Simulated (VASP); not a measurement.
The system is CaO.

```
Ca O
1.0
     0.00000    2.40650    2.40650
     2.40650    0.00000    2.40650
     2.40650    2.40650    0.00000
Ca O
1 1
Direct
  0.00000 0.00000 0.00000
  0.50000 0.50000 0.50000
```

| Item | Value |
| --- | --- |
| Program | VASP 6.6.1 |
| Task | relaxation of cell and atoms |
| Functional | PBEsol |
| Potentials or basis | VASP PAW PBE potentials, release 64 (Ca_sv, O) |
| Cutoff | 600 eV |
| k mesh | 8 × 8 × 8 |
| Occupations | gaussian, width 0.02 eV |
| Spin | no spin polarisation |

At the start: pressure -2.6 GPa; volume 13.94 Å³/atom.

Question: Where does the relaxation end?

Answer: Over 3 steps the energy falls by 2.8 meV/atom and the volume is 13.61 Å³/atom (-2.4 %); space group Fm-3m (No. 225, to 0.05 Å).

The path:
| step | energy change (eV) | largest force (eV/Å) | pressure (GPa) | volume (Å³) |
| --- | --- | --- | --- | --- |
| 1 | 0.0000 | 0.0000 | -2.61 | 27.87 |
| 2 | -0.0047 | 0.0000 | 1.07 | 26.97 |
| 3 | -0.0055 | 0.0000 | 0.00 | 27.21 |

Final structure:
```xyz
2
Lattice="0.0000 2.3873 2.3873 2.3873 0.0000 2.3873 2.3873 2.3873 0.0000" Properties=species:S:1:pos:R:3 pbc="T T T"
Ca    0.0000    0.0000    0.0000
O     2.3873    2.3873    2.3873
```

Caveat: the PAW data sets were made with another functional, which shifts forces and pressure a little.
